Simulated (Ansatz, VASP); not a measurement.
**One calculation of Ag, two programs**

```xyz
1
Lattice="0.0000 2.0586 2.0125 2.0586 0.0000 2.0125 2.0586 2.0586 0.0000" Properties=species:S:1:pos:R:3 pbc="T T T"
Ag    0.0000    0.0000    0.0000
```

Change from the starting cell: z stretched by -1.5 % at fixed volume, crystal datasets.

Alike in both runs: task electric field gradients; functional PBE; k mesh 15 × 15 × 15; occupations fermi-dirac, width 0.05 eV; no spin polarisation.

|  | VASP | Ansatz |
| --- | --- | --- |
| version | VASP 6.6.1 | Ansatz 0.2.0 |
| potentials or method | VASP PAW PBE potentials, release 64 (Ag), cutoff 400 eV | all-electron PAW with datasets made for the crystal, scalar-relativistic |

```tsv
	VASP	Ansatz	Ansatz less VASP
pressure (GPa)	4.1	4.6	+0.48
traceless stress, the component that is largest in VASP (GPa)	0.08	0.09	+0.004
size of Vzz on the site where it differs most (V/Å²)	1.4	2.2	+0.78
```

Ansatz ran all-electron here, and VASP with PAW potentials.
